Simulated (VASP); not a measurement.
Pd, 1 atom in the cell. The structure is tetragonal, space group I4/mmm (No. 139). The conventional cell has a = 2.530 Å, b = 2.530 Å, c = 3.890 Å, α = 90.00°, β = 90.00°, γ = 90.00°. Pd (site symmetry 4/mmm) has 12 Pd at 2.53 to 2.64 Å within 3.3 Å.  This cell differs from its parent crystal: strain -0.080 along x and y, +0.000 along z.

```yaml
Program: VASP 6.6.1
Task: single point
Functional: PBEsol
Potentials_or_basis: VASP PAW PBE potentials, release 64 (Pd)
Cutoff: 520 eV
k_mesh: 20 × 20 × 20
Occupations: gaussian, width 0.15 eV
Spin: no spin polarisation
Dipole_correction: no
Further_INCAR_settings: ALGO = Normal; EDIFF = 1e-07; NBANDS = 11
```

Potentials or basis: VASP PAW PBE potentials, release 64 (Pd).

The run is started by

```console
$ cat potpaw_PBE.64/Pd/POTCAR > POTCAR
$ mpirun -np 1 vasp_std > vasp.out
```

Hardware: 1 thread of Intel Xeon 8259CL (shared host).

**Question.** Estimate the wall time of this run.

**Answer.** Wall time 92 s on 1 thread of Intel Xeon 8259CL, on a shared host, peak memory 0.21 GiB. Counts: scf iterations 12, k points 641.
